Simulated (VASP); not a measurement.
# CaI (P-6m2) in VASP: further runs, part 2 of 3

VASP 6.6.1. The steps go on from the part before.

### Step 3. Single point, PBE

This run uses another cell than the first one, of 32.71 Å³/atom.

INCAR reads:

```
PREC = Accurate ; ENCUT = 520
EDIFF = 1E-7 ; ISMEAR = 1
SIGMA = 0.1 ; LREAL = False
LASPH = True ; NELM = 100
ALGO = Normal ; ISIF = 2
LWAVE = False ; LCHARG = False
GGA = PE ; NBANDS = 16
```

KPOINTS reads:

```
Automatic mesh
0
Gamma
  8 8 6
```

POSCAR reads:

```
CaI
1.0
    4.0907750216      0.0000000000      0.0000000000
   -2.0453875108      3.5427156177      0.0000000000
    0.0000000000      0.0000000000      4.5143804859
Ca I
1 1
Direct
    0.0000000000      0.0000000000      0.5000000000
    0.6666666667      0.3333333333      0.0000000000
```

Potentials or basis: VASP PAW PBE potentials, release 64 (Ca_sv, I).

Command:

```console
$ cat potpaw_PBE.64/Ca_sv/POTCAR potpaw_PBE.64/I/POTCAR > POTCAR
$ mpirun -np 1 vasp_std > vasp.out
```

OUTCAR:

```text
PREC = Accurate
   ENCUT = 520
   EDIFF = 1E-7
   ISMEAR = 1
   LREAL = False
   LASPH = True
   NELM = 100
   ISIF = 2
   GGA = PE

 ion  position               nearest neighbor table
   1  0.000  0.000  0.500-   2 3.27   2 3.27   2 3.27   2 3.27   2 3.27   2 3.27
   2  0.667  0.333  0.000-   1 3.27   1 3.27   1 3.27   1 3.27   1 3.27   1 3.27

  LATTYP: Found a hexagonal cell.
 ALAT       =     4.0907750216
 C/A-ratio  =     1.1035513960

  Lattice vectors:

 A1 = (   4.0907750216,   0.0000000000,   0.0000000000)
 A2 = (  -2.0453875108,   3.5427156177,   0.0000000000)
 A3 = (   0.0000000000,   0.0000000000,   4.5143804859)

Analysis of symmetry for initial positions (statically):
=====================================================================
 Subroutine PRICEL returns:
 Original cell was already a primitive cell.

 Routine SETGRP: Setting up the symmetry group for a
 hexagonal supercell.

 Subroutine GETGRP returns: Found 12 space group operations
 (whereof 12 operations were pure point group operations)
 out of a pool of 24 trial point group operations.

The static configuration has the point symmetry D_3h.

Analysis of symmetry for dynamics (positions and initial velocities):
=====================================================================
 Subroutine PRICEL returns:
 Original cell was already a primitive cell.

 Routine SETGRP: Setting up the symmetry group for a
 hexagonal supercell.

 Subroutine GETGRP returns: Found 12 space group operations
 (whereof 12 operations were pure point group operations)
 out of a pool of 24 trial point group operations.

The dynamic configuration has the point symmetry D_3h.

 Subroutine INISYM returns: Found 12 space group operations
 (whereof 12 operations are pure point group operations),
[... 105 lines left out ...]
   TEBEG  =    0.0;   TEEND  =   0.0 temperature during run
   PSTRESS=    0.0 pullay stress
   NELECT =      17.0000    total number of electrons
   NUPDOWN=      -1.0000    fix difference up-down
   EMIN   =  10.00;   EMAX   =-10.00  energy-range for DOS
   EFERMI =   0.00;   METHOD = LEGACY
   ISMEAR =     1;   SIGMA  =   0.10  broadening in eV -4-tet -1-fermi 0-gaus
   EFERMI_NEDOS =   21; number of points for ismear=-14 and -15
   IALGO  =     38    algorithm
   IMIX   =      4    mixing-type and parameters
     AMIX     =   0.40;   BMIX     =  1.00
     AMIX_MAG =   1.60;   BMIX_MAG =  1.00
  volume/ion in A,a.u.               =      32.71       220.75
  Fermi-wavevector in a.u.,A,eV,Ry     =   1.044667  1.974134 14.848428  1.091329
  Thomas-Fermi vector in A             =   2.179429
   LORBIT       =      0    0 simple, 1 ext, 2 COOP (PROOUT), +10 PAW based schemes
   GGA     = PE    functional components
   LHFCALC =     F    Hartree Fock is set to
   AEXX    =    0.0000 exact exchange contribution
   IVDW    =     0    specifies the selected vdW correction
   LEPSILON=     F    determine dielectric tensor
   LRPA    =     F    only Hartree local field effects (RPA)
 non-spin polarized calculation
 Methfessel and Paxton  Order N= 1 SIGMA  =   0.10
  energy-cutoff  :      520.00
  volume of cell :       65.42
 maximum number of plane-waves:      1787
   NGX = 15   NGY = 15   NGZ = 17

 number of electron      16.9999996 magnetization

 Free energy of the ion-electron system (eV)
  ---------------------------------------------------
  ext. energy  EPLUGINS =         0.00000000
  ---------------------------------------------------
  free energy    TOTEN  =        -5.39054249 eV

  energy without entropy =       -5.39298446  energy(sigma->0) =       -5.39135648

 E-fermi :   5.8937     XC(G=0):  -8.8620

 val. band max:        5.8312166288   @ k =   0.3750   0.0000   0.1667
 cond. band min:       5.9227845065   @ k =   0.2500   0.1250   0.3333
 fundamental gap:      0.0915678777
 Fermi energy:         5.8936525495

 k-point     1 :       0.0000    0.0000    0.0000
  band No.  band energies     occupation
      1     -36.4010      2.00000
      2     -17.4729      2.00000
      3     -17.3763      2.00000
      4     -17.3763      2.00000
      5      -9.3455      2.00000
      6       1.0565      2.00000
[... 433 lines left out ...]
      3     -17.4412      2.00000
      4     -17.3899      2.00000
      5      -8.8115      2.00000
      6      -0.0624      2.00000
[... 8 lines left out ...]
     15      10.2499      0.00000
     16      11.3589      0.00000

 [... further k-points ...]
[... 5 lines left out ...]
  --------------------------------------------------------------------------------------
  -------------------------------------------------------------------------------------
  Total        0.3123914      0.3123915      0.5275925      0.0000000      0.0000000      0.0000000
  in kB        7.6501447      7.6501470     12.9201970      0.0000000      0.0000000      0.0000000
  external PRESSURE =       9.4068296 kB  Pullay stress =       0.0000000 kB

 VOLUME and BASIS-vectors are now :
 -----------------------------------------------------------------------------
  energy-cutoff  :      520.00
  volume of cell :       65.42
      direct lattice vectors                 reciprocal lattice vectors
     4.090775022  0.000000000  0.000000000     0.244452456  0.141134670  0.000000000
    -2.045387511  3.542715618  0.000000000     0.000000000  0.282269340  0.000000000
     0.000000000  0.000000000  4.514380486     0.000000000  0.000000000  0.221514337

 POSITION                                       TOTAL-FORCE (eV/Angst)
 -----------------------------------------------------------------------------------
      0.00000      0.00000      2.25719         0.000000      0.000000      0.000000
      2.04539      1.18091      0.00000        -0.000000      0.000000      0.000000
 -----------------------------------------------------------------------------------
    total drift:                               -0.000000     -0.000003      0.000000

  FREE ENERGIE OF THE ION-ELECTRON SYSTEM (eV)
  ---------------------------------------------------
  free  energy   TOTEN  =        -5.3905424851 eV

  energy  without entropy=       -5.3929844607  energy(sigma->0) =       -5.39135648
```

OSZICAR:

```text
N       E                     dE             d eps       ncg     rms          rms(c)
DAV:   1     0.118195036899E+03    0.11820E+03   -0.76402E+03  1280   0.914E+02
DAV:   2     0.137623525825E+01   -0.11682E+03   -0.11284E+03  1592   0.243E+02
DAV:   3    -0.534209411826E+01   -0.67183E+01   -0.66640E+01  2392   0.495E+01
DAV:   4    -0.545160771584E+01   -0.10951E+00   -0.10947E+00  1448   0.627E+00
DAV:   5    -0.545499383376E+01   -0.33861E-02   -0.33860E-02  2080   0.869E-01    0.433E+00
DAV:   6    -0.539223035092E+01    0.62763E-01   -0.11657E-01  1632   0.254E+00    0.274E+00
DAV:   7    -0.539124632337E+01    0.98403E-03   -0.66777E-02  1680   0.206E+00    0.611E-01
DAV:   8    -0.539043552810E+01    0.81080E-03   -0.81502E-03  1536   0.804E-01    0.930E-02
DAV:   9    -0.539052017154E+01   -0.84643E-04   -0.56527E-04  1968   0.156E-01    0.335E-02
DAV:  10    -0.539053220211E+01   -0.12031E-04   -0.46111E-05  1480   0.569E-02    0.126E-02
DAV:  11    -0.539054217208E+01   -0.99700E-05   -0.10823E-05  1504   0.225E-02    0.343E-03
DAV:  12    -0.539054245489E+01   -0.28281E-06   -0.60911E-07  1768   0.453E-03    0.264E-03
DAV:  13    -0.539054256787E+01   -0.11298E-06   -0.47834E-08  1104   0.183E-03    0.534E-04
DAV:  14    -0.539054248510E+01    0.82764E-07   -0.19685E-08   736   0.123E-03
   1 F= -.53905425E+01 E0= -.53913565E+01  d E =0.244198E-02
```

It took 38 s on 1 thread of Intel Xeon Platinum 8259CL at 2.50GHz (Skylake/Cascade Lake), shared host; peak memory 0.19 GiB.

What came out:

```yaml
Free_energy: -5.3905 eV
Pressure: 0.9 GPa
Band_gap_on_the_k_mesh: zero (an odd number of electrons rules out a gap without spin polarisation)
```

Stress tensor (GPa, compression positive):
```
0.77 0.00 0.00
0.00 0.77 0.00
0.00 0.00 1.29
```

Levels at points of the mesh, in eV from the Fermi level:
| k point | band 5 | band 6 | band 7 | band 8 | band 9 | band 10 | band 11 | band 12 | band 13 | band 14 |
| --- | --- | --- | --- | --- | --- | --- | --- | --- | --- | --- |
| (0.00, 0.00, 0.00) | -15.24 | -4.84 | -3.63 | -3.63 | -1.41 | 0.70 | 2.34 | 2.34 | 2.54 | 2.54 |
| (0.50, 0.00, 0.00) | -14.68 | -6.53 | -4.69 | -4.15 | -0.18 | 1.24 | 2.06 | 2.25 | 3.07 | 3.40 |
| (0.00, 0.00, 0.50) | -14.99 | -6.70 | -3.51 | -3.51 | 1.51 | 1.53 | 1.53 | 2.28 | 2.28 | 2.41 |
| (0.50, 0.00, 0.50) | -14.62 | -6.09 | -5.69 | -4.31 | -0.54 | 1.74 | 2.41 | 3.32 | 3.62 | 3.75 |

Caveat: spin-orbit coupling is left out, which moves the levels of the heavy elements; an odd number of electrons without spin polarisation forces a metal; a magnetic or distorted state may lie lower.

### Step 4. Single point, PBE

This run uses another cell than the first one, of 33.39 Å³/atom.

INCAR reads:

```
PREC = Accurate
ENCUT = 520
EDIFF = 1E-7
ISMEAR = 1
SIGMA = 0.1
LREAL = F
LASPH = T
NELM = 100
ALGO = Normal
ISIF = 2
LWAVE = F
LCHARG = F
GGA = PE
NBANDS = 16
```

KPOINTS is that of step 3.

POSCAR reads:

```
CaI
1.0
    4.1189881547      0.0000000000      0.0000000000
   -2.0594940773      3.5671489113      0.0000000000
    0.0000000000      0.0000000000      4.5455151283
Ca I
1 1
Direct
    0.0000000000      0.0000000000      0.5000000000
    0.6666666667      0.3333333333      0.0000000000
```

Potentials or basis: VASP PAW PBE potentials, release 64 (Ca_sv, I).

Command:

```console
$ cat potpaw_PBE.64/Ca_sv/POTCAR potpaw_PBE.64/I/POTCAR > POTCAR
$ mpirun -np 1 vasp_std > vasp.out
```

OUTCAR:

```text
PREC = Accurate
   ENCUT = 520
   EDIFF = 1E-7
   ISMEAR = 1
   LREAL = F
   LASPH = T
   NELM = 100
   ISIF = 2
   GGA = PE

 ion  position               nearest neighbor table
   1  0.000  0.000  0.500-   2 3.29   2 3.29   2 3.29   2 3.29   2 3.29   2 3.29
   2  0.667  0.333  0.000-   1 3.29   1 3.29   1 3.29   1 3.29   1 3.29   1 3.29

  LATTYP: Found a hexagonal cell.
 ALAT       =     4.1189881547
 C/A-ratio  =     1.1035513960

  Lattice vectors:

 A1 = (   4.1189881547,   0.0000000000,   0.0000000000)
 A2 = (  -2.0594940773,   3.5671489113,   0.0000000000)
 A3 = (   0.0000000000,   0.0000000000,   4.5455151283)

Analysis of symmetry for initial positions (statically):
=====================================================================
 Subroutine PRICEL returns:
 Original cell was already a primitive cell.

 Routine SETGRP: Setting up the symmetry group for a
 hexagonal supercell.

 Subroutine GETGRP returns: Found 12 space group operations
 (whereof 12 operations were pure point group operations)
 out of a pool of 24 trial point group operations.

The static configuration has the point symmetry D_3h.

Analysis of symmetry for dynamics (positions and initial velocities):
=====================================================================
 Subroutine PRICEL returns:
 Original cell was already a primitive cell.

 Routine SETGRP: Setting up the symmetry group for a
 hexagonal supercell.

 Subroutine GETGRP returns: Found 12 space group operations
 (whereof 12 operations were pure point group operations)
 out of a pool of 24 trial point group operations.

The dynamic configuration has the point symmetry D_3h.

 Subroutine INISYM returns: Found 12 space group operations
 (whereof 12 operations are pure point group operations),
 and found     1 'primitive' translations

----------------------------------------------------------------------------------------

                                     Primitive cell

  volume of cell :      66.7875

  direct lattice vectors                    reciprocal lattice vectors
     4.118988155  0.000000000  0.000000000     0.242778071  0.140167964  0.000000000
    -2.059494077  3.567148911  0.000000000     0.000000000  0.280335928  0.000000000
     0.000000000  0.000000000  4.545515128     0.000000000  0.000000000  0.219997068

  length of vectors
     4.118988155  4.118988615  4.545515128     0.280335959  0.280335928  0.219997068

  position of ions in fractional coordinates (direct lattice)
     0.000000000  0.000000000  0.500000000
     0.666666667  0.333333333  0.000000000

  ion indices of the primitive-cell ions
   primitive index   ion index
                 1           1
                 2           2

----------------------------------------------------------------------------------------

 KPOINTS: Automatic mesh

Automatic generation of k-mesh.
 Grid dimensions read from file:
 generate k-points for:    8    8    6

 Generating k-lattice:

  Cartesian coordinates                     Fractional coordinates (reciprocal lattice)
     0.030347259  0.017520995  0.000000000     0.125000000  0.000000000  0.000000000
     0.000000000  0.035041991  0.000000000     0.000000000  0.125000000  0.000000000
     0.000000000  0.000000000  0.036666178     0.000000000  0.000000000  0.166666667

  Length of vectors
     0.035041995  0.035041991  0.036666178

  Shift w.r.t. Gamma in fractional coordinates (k-lattice)
     0.000000000  0.000000000  0.000000000

 Subroutine IBZKPT returns following result:
 ===========================================

 Found     40 irreducible k-points:

 Following reciprocal coordinates:
            Coordinates               Weight
  0.000000  0.000000  0.000000      1.000000
  0.125000  0.000000  0.000000      6.000000
  0.250000  0.000000  0.000000      6.000000
  0.375000  0.000000  0.000000      6.000000
  0.500000  0.000000  0.000000      3.000000
  0.125000  0.125000  0.000000      6.000000
[... 16 lines left out ...]
  0.250000  0.000000  0.333333     12.000000
  0.375000  0.000000  0.333333     12.000000
 [... further k-points ...]
   k-points           NKPTS =     40   k-points in BZ     NKDIM =     40   number of bands    NBANDS=     16
   number of dos      NEDOS =    301   number of ions     NIONS =      2
   total plane-waves  NPLWV =  36864
   dimension x,y,z NGX =    32 NGY =   32 NGZ =   36
   dimension x,y,z NGXF=    64 NGYF=   64 NGZF=   72
   ions per type =               1   1
   NGX,Y,Z   is equivalent  to a cutoff of  12.92, 12.92, 13.17 a.u.
   NGXF,Y,Z  is equivalent  to a cutoff of  25.83, 25.83, 26.33 a.u.
 SYSTEM =  unknown system
   PREC   = accura    normal or accurate (medium, high low for compatibility)
   ISTART =      0    job   : 0-new  1-cont  2-samecut
   ICHARG =      2    charge: 1-file 2-atom 10-const
   ISPIN  =      1    spin polarized calculation?
   LNONCOLLINEAR =      F non collinear calculations
   LSORBIT =      F    spin-orbit coupling
   LASPH  =      T    aspherical Exc in radial PAW
   ENCUT  =  520.0 eV  38.22 Ry    6.18 a.u.   7.66  7.66  8.45*2*pi/ulx,y,z
   NELM   =    100;   NELMIN=  2; NELMDL= -5     # of ELM steps
   EDIFF  = 0.1E-06   stopping-criterion for ELM
   LREAL  =      F    real-space projection
   EDIFFG = 0.1E-05   stopping-criterion for IOM
   NSW    =      0    number of steps for IOM
   IBRION =     -1    ionic relax: 0-MD 1-quasi-New 2-CG
   NFREE  =      0    steps in history (QN), initial steepest desc. (CG)
   ISIF   =      2    stress and relaxation
   ISYM   =      2    0-nonsym 1-usesym 2-fastsym
   POTIM  = 0.5000    time-step for ionic-motion
   TEBEG  =    0.0;   TEEND  =   0.0 temperature during run
   PSTRESS=    0.0 pullay stress
   NELECT =      17.0000    total number of electrons
   NUPDOWN=      -1.0000    fix difference up-down
   EMIN   =  10.00;   EMAX   =-10.00  energy-range for DOS
   EFERMI =   0.00;   METHOD = LEGACY
   ISMEAR =     1;   SIGMA  =   0.10  broadening in eV -4-tet -1-fermi 0-gaus
   EFERMI_NEDOS =   21; number of points for ismear=-14 and -15
   IALGO  =     38    algorithm
   IMIX   =      4    mixing-type and parameters
     AMIX     =   0.40;   BMIX     =  1.00
     AMIX_MAG =   1.60;   BMIX_MAG =  1.00
  volume/ion in A,a.u.               =      33.39       225.35
  Fermi-wavevector in a.u.,A,eV,Ry     =   1.037511  1.960612 14.645716  1.076430
  Thomas-Fermi vector in A             =   2.171952
   LORBIT       =      0    0 simple, 1 ext, 2 COOP (PROOUT), +10 PAW based schemes
   GGA     = PE    functional components
   LHFCALC =     F    Hartree Fock is set to
   AEXX    =    0.0000 exact exchange contribution
   IVDW    =     0    specifies the selected vdW correction
   LEPSILON=     F    determine dielectric tensor
   LRPA    =     F    only Hartree local field effects (RPA)
 non-spin polarized calculation
 Methfessel and Paxton  Order N= 1 SIGMA  =   0.10
  energy-cutoff  :      520.00
  volume of cell :       66.79
 maximum number of plane-waves:      1847
 NGX is ok and might be reduce to    32
   NGX = 15   NGY = 15   NGZ = 17

 number of electron      16.9999999 magnetization

 Free energy of the ion-electron system (eV)
  ---------------------------------------------------
  ext. energy  EPLUGINS =         0.00000000
  ---------------------------------------------------
  free energy    TOTEN  =        -5.39640004 eV

  energy without entropy =       -5.39832018  energy(sigma->0) =       -5.39704008

 E-fermi :   5.7381     XC(G=0):  -8.7776

 val. band max:        5.6850130276   @ k =   0.3750   0.0000   0.1667
 cond. band min:       5.7627272083   @ k =   0.2500   0.1250   0.3333
 fundamental gap:      0.0777141807
 Fermi energy:         5.7380849762

 k-point     1 :       0.0000    0.0000    0.0000
  band No.  band energies     occupation
      1     -36.6270      2.00000
      2     -17.6942      2.00000
      3     -17.5992      2.00000
      4     -17.5992      2.00000
      5      -9.4436      2.00000
      6       0.9179      2.00000
[... 8 lines left out ...]
     15      10.7582      0.00000
     16      11.1679      0.00000
[... 419 lines left out ...]
 k-point    24 :       0.3750    0.0000    0.3333
  band No.  band energies     occupation
      1     -36.6224      2.00000
      2     -17.7012      2.00000
      3     -17.6587      2.00000
      4     -17.6118      2.00000
      5      -8.9383      2.00000
      6      -0.1599      2.00000
[... 8 lines left out ...]
     15       9.9974      0.00000
     16      11.0816      0.00000

 [... further k-points ...]
[... 5 lines left out ...]
  --------------------------------------------------------------------------------------
  -------------------------------------------------------------------------------------
  Total        0.0961630      0.0961630      0.3133577      0.0000000      0.0000000      0.0000000
  in kB        2.3068730      2.3068736      7.5171996      0.0000000      0.0000000      0.0000000
  external PRESSURE =       4.0436487 kB  Pullay stress =       0.0000000 kB

 VOLUME and BASIS-vectors are now :
 -----------------------------------------------------------------------------
  energy-cutoff  :      520.00
  volume of cell :       66.79
      direct lattice vectors                 reciprocal lattice vectors
     4.118988155  0.000000000  0.000000000     0.242778071  0.140167964  0.000000000
    -2.059494077  3.567148911  0.000000000     0.000000000  0.280335928  0.000000000
     0.000000000  0.000000000  4.545515128     0.000000000  0.000000000  0.219997068

 POSITION                                       TOTAL-FORCE (eV/Angst)
 -----------------------------------------------------------------------------------
      0.00000      0.00000      2.27276         0.000000      0.000000      0.000000
      2.05949      1.18905      0.00000        -0.000000     -0.000000      0.000000
 -----------------------------------------------------------------------------------
    total drift:                               -0.000000     -0.000003      0.000000

  FREE ENERGIE OF THE ION-ELECTRON SYSTEM (eV)
  ---------------------------------------------------
  free  energy   TOTEN  =        -5.3964000364 eV

  energy  without entropy=       -5.3983201769  energy(sigma->0) =       -5.39704008
```

Run time: 35 s. Hardware: 1 thread of Intel Xeon Platinum 8259CL at 2.50GHz (Skylake/Cascade Lake), shared host; peak memory 0.2 GiB.

Results:

* Free energy: -5.3964 eV
* Pressure: 0.4 GPa
* Band gap on the k mesh: zero (an odd number of electrons rules out a gap without spin polarisation)

Caveat: spin-orbit coupling is left out, which moves the levels of the heavy elements; an odd number of electrons without spin polarisation forces a metal; a magnetic or distorted state may lie lower.

(Continued in part 3 of 3.)
